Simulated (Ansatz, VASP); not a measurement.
## BN in VASP and in Ansatz

```
B N
1.0
     0.00000    1.65453    1.77945
     1.77945    0.00000    1.77945
     1.77945    1.65453    0.00000
B N
1 1
Direct
  0.00000 0.00000 0.00000
  0.75000 0.75000 0.75000
```

Alike in both runs: task single point; functional PBE; k mesh 12 × 12 × 12; occupations gaussian, width 0.05 eV; no spin polarisation.

|  | VASP | Ansatz |
| --- | --- | --- |
| version | VASP 6.6.1 | Ansatz 0.2.0 |
| potentials or method | VASP PAW PBE potentials, release 64 (B, N), cutoff 520 eV | scalar-relativistic, plane waves, PAW |
| valence electrons in the cell | 8 | 8 |

VASP gave:

* gap on the k mesh at the Fermi level (eV): 3.22
* least direct gap on the mesh (eV): 8.63

Which values does Ansatz return?

gap on the k mesh at the Fermi level (eV): 3.24; least direct gap on the mesh (eV): 8.65.
